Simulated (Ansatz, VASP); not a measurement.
## Two plane-wave programs on Y2W

```
Y W
1.0
     7.20423    0.00000    0.00000
     0.00000    7.32547    0.00000
     0.00000    0.00000    3.18721
Y W
4 2
Direct
  0.29530 0.82773 0.50000
  0.79530 0.67227 0.00000
  0.70470 0.17227 0.50000
  0.20470 0.32773 0.00000
  0.50000 0.50000 0.50000
  0.00000 0.00000 0.00000
```

Alike in both runs: functional PBE; k mesh 4 × 4 × 6; occupations gaussian, width 0.1 eV; no spin polarisation.

Ansatz relaxed the structure, and its values are those at the end. VASP's run is a single point on that final structure, the one shown.

```csv
,VASP,Ansatz
version,VASP 6.6.1,Ansatz 0.2.0
potentials or method,"VASP PAW PBE potentials, release 64 (Y_sv, W_sv), cutoff 520 eV","scalar-relativistic, plane waves, PAW"
valence electrons in the cell,72,72
```

|  | VASP | Ansatz | Ansatz less VASP |
| --- | --- | --- | --- |
| gap on the k mesh at the Fermi level (eV) | none | none | - |
| pressure (GPa) | -0.1 | 0.0 | +0.04 |

A gap of «none» marks a metal or a gap that the smearing closes. The functional is the same, so the differences come from potentials, cutoffs and numerics.

Spin-orbit coupling is off throughout.
